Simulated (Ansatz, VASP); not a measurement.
Given: the input of a run of Ansatz 0.2.0 on Pt.

input.yaml

```yaml
crystal:
  lattice:
    - [0.0, 1.9609, 1.9609]
    - [1.9609, 0.0, 1.9609]
    - [1.9609, 1.9609, 0.0]
  atoms:
    - { symbol: Pt, position: [0.0, 0.0, 0.0] }
kpoints:
  mp_grid: { grid: [12, 12, 12] }
scf:
  occupations: { method: fermi_dirac, width: 0.05 }
hamiltonian:
  xc: revpbe
  dispersion: d4
  pseudopotentials: { kind: all_electron, lapw: { basis_error: 0.001 } }
output:
  forces: true
  stress: true
relax:
  f_tol: 0.02
  max_steps: 60
  cell: {}
```

Potentials or basis: all-electron LAPW, scalar-relativistic.

Launch:

```sh
$ ansatz run input.yaml --threads 1 --pin off --max-ram 3072MiB --backend cpu --events-out ev --progress --plain --runs-dir out
```

Problem. Translate it to VASP 6.6.1. Potentials there: VASP PAW PBE potentials, release 64 (Pt).

Solution. As run (the cutoff follows the program's own potentials):

The input INCAR:

```
PREC = Accurate
ENCUT = 600
EDIFF = 1E-6
ISMEAR = -1
SIGMA = 0.05
LREAL = False
LASPH = True
NELM = 100
ALGO = Normal
ISIF = 3
LWAVE = False
LCHARG = False
GGA = RE
IVDW = 13
IBRION = 2
NSW = 80
EDIFFG = -0.02
```

Contents of KPOINTS:

```
Automatic mesh
0
Gamma
  12 12 12
```

POSCAR

```
Pt
1.0
    0.0000000000      1.9609000000      1.9609000000
    1.9609000000      0.0000000000      1.9609000000
    1.9609000000      1.9609000000      0.0000000000
Pt
1
Direct
    0.0000000000      0.0000000000      0.0000000000
```

Potentials or basis: VASP PAW PBE potentials, release 64 (Pt).

Run with:

```console
$ cat potpaw_PBE.64/Pt/POTCAR > POTCAR
$ mpirun -np 1 vasp_std > vasp.out
```

Both were run:

|  | VASP | Ansatz | Ansatz less VASP |
| --- | --- | --- | --- |
| relaxed volume (Å³/atom) | 15.08 | 15.10 | +0.022 |
| relaxed cell length with the largest relative difference (Å) | 2.773 | 2.774 | +0.0014 |

VASP's potentials were made for PBE, not for revPBE. Ansatz ran all-electron here, and VASP with PAW potentials.

Neither program's run includes spin-orbit coupling. Noted on VASP's run: the relaxation stopped at its first step, so nothing moved.
